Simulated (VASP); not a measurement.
# Bi2Te3 in VASP: notebook

Bi2Te3 is run at these levels: PBE; tasks: single point.

Program: VASP 6.6.1. These are calculated values, not measurements. Logs are shortened: lines on timing, memory, paths and dates and some standing lists are left out, and cuts for length are marked.

### 1 The cell of the first run

The typed cell holds 5 atoms: a = 10.199 Å, b = 10.199 Å, c = 10.199 Å, α = 25.11°, β = 25.11°, γ = 25.11°.

### 2 Single point, PBE

INCAR reads:

```
SYSTEM = Bi2Te3
  PREC = Accurate
  ENCUT = 520
  EDIFF = 1E-7
  ISMEAR = 0
  SIGMA = 0.05
  LREAL = .FALSE.
  LASPH = .TRUE.
  NELM = 100
  ALGO = Normal
  ISIF = 2
  LWAVE = .FALSE.
  LCHARG = .FALSE.
  GGA = PE
  NBANDS = 32
```

KPOINTS reads:

```
regular mesh
0
G
  6 6 6
  0 0 0
```

POSCAR reads:

```
Bi2Te3
1.0
    2.2167829811      1.2798602508      9.8724877558
   -2.2167829811      1.2798602508      9.8724877558
    0.0000000000     -2.5597205017      9.8724877557
Bi Te
2 3
Direct
    0.8100778016      0.8100778016      0.8100778016
    0.3999227366      0.3999227366      0.3999227366
    0.6049964202      0.6049964202      0.6049964202
    0.2032426597      0.2032426597      0.2032426597
    0.0067603818      0.0067603818      0.0067603818
```

Potentials or basis: VASP PAW PBE potentials, release 64 (Bi_d, Te).

Run with:

```console
$ cat potpaw_PBE.64/Bi_d/POTCAR potpaw_PBE.64/Te/POTCAR > POTCAR
$ mpirun -np 1 vasp_std > vasp.out
```

OUTCAR:

```text
SYSTEM = Bi2Te3
   PREC = Accurate
   ENCUT = 520
   EDIFF = 1E-7
   ISMEAR = 0
   LREAL = .FALSE.
   LASPH = .TRUE.
   NELM = 100
   ISIF = 2
   GGA = PE

 ion  position               nearest neighbor table
   1  0.810  0.810  0.810-   4 3.11   4 3.11   4 3.11   2 3.42   2 3.42   2 3.42
   2  0.400  0.400  0.400-   5 3.11   5 3.11   5 3.11   1 3.42   1 3.42   1 3.42
   3  0.605  0.605  0.605-   4 3.26   4 3.26   4 3.26   5 3.26   5 3.26   5 3.26
   4  0.203  0.203  0.203-   1 3.11   1 3.11   1 3.11   3 3.26   3 3.26   3 3.26
   5  0.007  0.007  0.007-   2 3.11   2 3.11   2 3.11   3 3.26   3 3.26   3 3.26

  LATTYP: Found a trigonal (rhomboedric) cell.
 ALAT       =    10.1989305094
 COS(alpha) =     0.9055140819

  Lattice vectors:

 A1 = (   2.2167829811,   1.2798602508,   9.8724877558)
 A2 = (  -2.2167829811,   1.2798602508,   9.8724877558)
 A3 = (   0.0000000000,  -2.5597205017,   9.8724877557)

Analysis of symmetry for initial positions (statically):
=====================================================================
 Subroutine PRICEL returns:
 Original cell was already a primitive cell.

 Routine SETGRP: Setting up the symmetry group for a
 trigonal (rhombohedral) supercell.

 Subroutine GETGRP returns: Found 12 space group operations
 (whereof  6 operations were pure point group operations)
 out of a pool of 12 trial point group operations.

The static configuration has the point symmetry C_3v.
 The point group associated with its full space group is D_3d.

Analysis of symmetry for dynamics (positions and initial velocities):
=====================================================================
 Subroutine PRICEL returns:
 Original cell was already a primitive cell.

 Routine SETGRP: Setting up the symmetry group for a
 trigonal (rhombohedral) supercell.

 Subroutine GETGRP returns: Found 12 space group operations
 (whereof  6 operations were pure point group operations)
 out of a pool of 12 trial point group operations.

The dynamic configuration has the point symmetry C_3v.
 The point group associated with its full space group is D_3d.

 Subroutine INISYM returns: Found 12 space group operations
 (whereof  6 operations are pure point group operations),
 and found     1 'primitive' translations

----------------------------------------------------------------------------------------

                                     Primitive cell

  volume of cell :     168.0597

  direct lattice vectors                    reciprocal lattice vectors
     2.216782981  1.279860251  9.872487756     0.225552074  0.130222551  0.033763864
    -2.216782981  1.279860251  9.872487756    -0.225552074  0.130222551  0.033763864
     0.000000000 -2.559720502  9.872487756     0.000000000 -0.260445102  0.033763864

  length of vectors
    10.198930509 10.198930509 10.198930509     0.262624541  0.262624541  0.262624541

  position of ions in fractional coordinates (direct lattice)
     0.810077802  0.810077802  0.810077802
     0.399922737  0.399922737  0.399922737
     0.604996420  0.604996420  0.604996420
     0.203242660  0.203242660  0.203242660
     0.006760382  0.006760382  0.006760382

  ion indices of the primitive-cell ions
   primitive index   ion index
                 1           1
                 2           2
                 3           3
                 4           4
                 5           5

----------------------------------------------------------------------------------------

 KPOINTS: regular mesh

Automatic generation of k-mesh.
 Grid dimensions read from file:
 generate k-points for:    6    6    6

 Generating k-lattice:

  Cartesian coordinates                     Fractional coordinates (reciprocal lattice)
     0.037592012  0.021703758  0.005627311     0.166666667  0.000000000 -0.000000000
    -0.037592012  0.021703758  0.005627311     0.000000000  0.166666667 -0.000000000
     0.000000000 -0.043407517  0.005627311    -0.000000000 -0.000000000  0.166666667

  Length of vectors
     0.043770757  0.043770757  0.043770757

  Shift w.r.t. Gamma in fractional coordinates (k-lattice)
     0.000000000  0.000000000  0.000000000

 Subroutine IBZKPT returns following result:
 ===========================================

 Found     32 irreducible k-points:

 Following reciprocal coordinates:
            Coordinates               Weight
  0.000000  0.000000  0.000000      1.000000
  0.166667  0.000000  0.000000      6.000000
  0.333333 -0.000000  0.000000      6.000000
  0.500000 -0.000000 -0.000000      3.000000
  0.166667  0.166667  0.000000      6.000000
  0.333333  0.166667 -0.000000     12.000000
[... 16 lines left out ...]
  0.500000  0.500000  0.166667      6.000000
 -0.333333  0.500000  0.166667     12.000000
 [... further k-points ...]
   k-points           NKPTS =     32   k-points in BZ     NKDIM =     32   number of bands    NBANDS=     32
   number of dos      NEDOS =    301   number of ions     NIONS =      5
   total plane-waves  NPLWV = 512000
   dimension x,y,z NGX =    80 NGY =   80 NGZ =   80
   dimension x,y,z NGXF=   160 NGYF=  160 NGZF=  160
   ions per type =               2   3
   NGX,Y,Z   is equivalent  to a cutoff of  13.04, 13.04, 13.04 a.u.
   NGXF,Y,Z  is equivalent  to a cutoff of  26.08, 26.08, 26.08 a.u.
 SYSTEM =  Bi2Te3
   PREC   = accura    normal or accurate (medium, high low for compatibility)
   ISTART =      0    job   : 0-new  1-cont  2-samecut
   ICHARG =      2    charge: 1-file 2-atom 10-const
   ISPIN  =      1    spin polarized calculation?
   LNONCOLLINEAR =      F non collinear calculations
   LSORBIT =      F    spin-orbit coupling
   LASPH  =      T    aspherical Exc in radial PAW
   ENCUT  =  520.0 eV  38.22 Ry    6.18 a.u.  18.96 18.96 18.96*2*pi/ulx,y,z
   NELM   =    100;   NELMIN=  2; NELMDL= -5     # of ELM steps
   EDIFF  = 0.1E-06   stopping-criterion for ELM
   LREAL  =      F    real-space projection
   EDIFFG = 0.1E-05   stopping-criterion for IOM
   NSW    =      0    number of steps for IOM
   IBRION =     -1    ionic relax: 0-MD 1-quasi-New 2-CG
   NFREE  =      0    steps in history (QN), initial steepest desc. (CG)
   ISIF   =      2    stress and relaxation
   ISYM   =      2    0-nonsym 1-usesym 2-fastsym
   POTIM  = 0.5000    time-step for ionic-motion
   TEBEG  =    0.0;   TEEND  =   0.0 temperature during run
   PSTRESS=    0.0 pullay stress
   NELECT =      48.0000    total number of electrons
   NUPDOWN=      -1.0000    fix difference up-down
   EMIN   =  10.00;   EMAX   =-10.00  energy-range for DOS
   EFERMI =   0.00;   METHOD = LEGACY
   ISMEAR =     0;   SIGMA  =   0.05  broadening in eV -4-tet -1-fermi 0-gaus
   EFERMI_NEDOS =   21; number of points for ismear=-14 and -15
   IALGO  =     38    algorithm
   IMIX   =      4    mixing-type and parameters
     AMIX     =   0.40;   BMIX     =  1.00
     AMIX_MAG =   1.60;   BMIX_MAG =  1.00
  volume/ion in A,a.u.               =      33.61       226.82
  Fermi-wavevector in a.u.,A,eV,Ry     =   1.078121  2.037353 15.814653  1.162344
  Thomas-Fermi vector in A             =   2.214051
   LORBIT       =      0    0 simple, 1 ext, 2 COOP (PROOUT), +10 PAW based schemes
   GGA     = PE    functional components
   LHFCALC =     F    Hartree Fock is set to
   AEXX    =    0.0000 exact exchange contribution
   IVDW    =     0    specifies the selected vdW correction
   LEPSILON=     F    determine dielectric tensor
   LRPA    =     F    only Hartree local field effects (RPA)
 non-spin polarized calculation
 Gauss-broadening in eV      SIGMA  =   0.05
  energy-cutoff  :      520.00
  volume of cell :      168.06
 maximum number of plane-waves:      4548
 NGX is ok and might be reduce to    80
   NGX = 37   NGY = 37   NGZ = 37

 number of electron      47.9999999 magnetization

 Free energy of the ion-electron system (eV)
  ---------------------------------------------------
  ext. energy  EPLUGINS =         0.00000000
  ---------------------------------------------------
  free energy    TOTEN  =       -17.14068096 eV

  energy without entropy =      -17.13895676  energy(sigma->0) =      -17.13981886

 E-fermi :   6.4197     XC(G=0):  -9.4078

 val. band max:        6.3883258221   @ k =   0.5000   0.3333   0.0000
 cond. band min:       6.4883820743   @ k =   0.0000   0.0000   0.0000
 fundamental gap:      0.1000562523
 Fermi energy:         6.4196912840

 k-point     1 :       0.0000    0.0000    0.0000
  band No.  band energies     occupation
      1     -16.5565      2.00000
      2     -16.5565      2.00000
      3     -16.5064      2.00000
      4     -16.5064      2.00000
      5     -16.5047      2.00000
      6     -16.4601      2.00000
[... 24 lines left out ...]
     31      10.9060      0.00000
     32      11.2500      0.00000

 k-point     2 :       0.1667    0.0000    0.0000
  band No.  band energies     occupation
      1     -16.5552      2.00000
      2     -16.5525      2.00000
      3     -16.5076      2.00000
      4     -16.5012      2.00000
      5     -16.4982      2.00000
      6     -16.4623      2.00000
[... 24 lines left out ...]
     31      10.2464      0.00000
     32      11.2811      0.00000

 k-point     3 :       0.3333   -0.0000    0.0000
  band No.  band energies     occupation
      1     -16.5531      2.00000
      2     -16.5408      2.00000
      3     -16.5097      2.00000
      4     -16.4886      2.00000
      5     -16.4836      2.00000
      6     -16.4763      2.00000
[... 24 lines left out ...]
     31      10.4385      0.00000
     32      11.1159      0.00000

 k-point     4 :       0.5000   -0.0000   -0.0000
  band No.  band energies     occupation
      1     -16.5523      2.00000
      2     -16.5306      2.00000
      3     -16.5081      2.00000
      4     -16.4955      2.00000
      5     -16.4776      2.00000
      6     -16.4721      2.00000
[... 654 lines left out ...]
     31      10.5492      0.00000
     32      11.9767      0.00000

 k-point    23 :       0.5000    0.5000    0.1667
  band No.  band energies     occupation
      1     -16.5531      2.00000
      2     -16.5408      2.00000
      3     -16.5097      2.00000
      4     -16.4886      2.00000
      5     -16.4836      2.00000
      6     -16.4763      2.00000
[... 24 lines left out ...]
     31      10.2739      0.00000
     32      11.0920      0.00000

 k-point    24 :      -0.3333    0.5000    0.1667
  band No.  band energies     occupation
      1     -16.5565      2.00000
      2     -16.5262      2.00000
      3     -16.5046      2.00000
      4     -16.4911      2.00000
      5     -16.4858      2.00000
      6     -16.4705      2.00000
[... 24 lines left out ...]
     31      10.8672      0.00000
     32      11.5651      0.00000

 [... further k-points ...]
[... 5 lines left out ...]
  --------------------------------------------------------------------------------------
  -------------------------------------------------------------------------------------
  Total        0.7676455      0.7676455      0.7469071     -0.0000000      0.0000000     -0.0000000
  in kB        7.3182579      7.3182579      7.1205510     -0.0000000      0.0000000     -0.0000000
  external PRESSURE =       7.2523556 kB  Pullay stress =       0.0000000 kB

 VOLUME and BASIS-vectors are now :
 -----------------------------------------------------------------------------
  energy-cutoff  :      520.00
  volume of cell :      168.06
      direct lattice vectors                 reciprocal lattice vectors
     2.216782981  1.279860251  9.872487756     0.225552074  0.130222551  0.033763864
    -2.216782981  1.279860251  9.872487756    -0.225552074  0.130222551  0.033763864
     0.000000000 -2.559720502  9.872487756     0.000000000 -0.260445102  0.033763864

 POSITION                                       TOTAL-FORCE (eV/Angst)
 -----------------------------------------------------------------------------------
      0.00000     -0.00000     23.99245         0.000000      0.000000     -0.009235
      0.00000     -0.00000     11.84470         0.000000     -0.000000      0.009235
      0.00000     -0.00000     17.91846         0.000000      0.000000     -0.000000
      0.00000     -0.00000      6.01953         0.000000     -0.000000      0.011968
      0.00000     -0.00000      0.20023         0.000000      0.000000     -0.011968
 -----------------------------------------------------------------------------------
    total drift:                                0.000000     -0.000000      0.003192

  FREE ENERGIE OF THE ION-ELECTRON SYSTEM (eV)
  ---------------------------------------------------
  free  energy   TOTEN  =       -17.1406809641 eV

  energy  without entropy=      -17.1389567645  energy(sigma->0) =      -17.13981886
```

It took 9.9 min on 1 thread of Intel Xeon 6975P-C (Granite Rapids), shared host; peak memory 0.96 GiB.

What came out:

| Property | Result |
| --- | --- |
| Free energy | -17.1407 eV |
| Pressure | 0.7 GPa |
| Largest force | 0.012 eV/Å |
| Band gap on the k mesh | zero (band 24 reaches 6.39 eV, above the bottom of band 25 at 6.37 eV) |

Forces in eV/Å, atoms in the order of the input:
```
Bi   0.000  0.000 -0.009
Bi   0.000  0.000  0.009
Te   0.000  0.000  0.000
Te   0.000  0.000  0.012
Te   0.000  0.000 -0.012
```

Caveat: spin-orbit coupling is left out, which moves the levels of the heavy elements.

### 3 Single point, PBE

INCAR reads:

```
  PREC = Accurate
  ENCUT = 520
  EDIFF = 1E-6
  ISMEAR = 0
  SIGMA = 0.05
  LREAL = F
  LASPH = T
  NELM = 60
  ALGO = Normal
  ISIF = 2
  LWAVE = F
  LCHARG = T
  GGA = PE
  LELF = T
  LVHAR = T
  NBANDS = 32
```

KPOINTS reads:

```
Automatic mesh
0
Gamma
  6 6 6
```

POSCAR is that of step 2.

Potentials or basis: VASP PAW PBE potentials, release 64 (Bi_d, Te).

Run with:

```console
$ cat potpaw_PBE.64/Bi_d/POTCAR potpaw_PBE.64/Te/POTCAR > POTCAR
$ mpirun -np 1 vasp_std > vasp.out
```

Wall time 6.4 min (1 thread of Intel Xeon 6975P-C (Granite Rapids), shared host); peak memory 0.96 GiB.

The run converged. Its results:

* Free energy: -17.1407 eV
* Pressure: 0.8 GPa
* Largest force: 0.013 eV/Å
* Band gap on the k mesh: zero (band 24 reaches 6.39 eV, above the bottom of band 25 at 6.36 eV)

Forces in eV/Å, atoms in the order of the input:
```
Bi   0.000  0.000 -0.010
Bi   0.000  0.000  0.010
Te   0.000  0.000  0.000
Te   0.000  0.000  0.013
Te   0.000  0.000 -0.013
```

Levels at points of the mesh, in eV from the Fermi level:
```
           k point  band 22  band 23  band 24  band 25  band 26  band 27
(0.00, 0.00, 0.00)    -0.53    -0.53    -0.50     0.07     0.19     0.19
(0.50, 0.00, 0.00)    -2.37    -0.42    -0.13    -0.05     0.32     2.49
(0.50, 0.50, 0.00)    -1.80    -1.38    -0.33     0.16     1.70     1.71
(0.50, 0.50, 0.50)    -1.26    -0.85    -0.85     0.80     0.90     0.90
```

Caveat: spin-orbit coupling is left out, which moves the levels of the heavy elements.
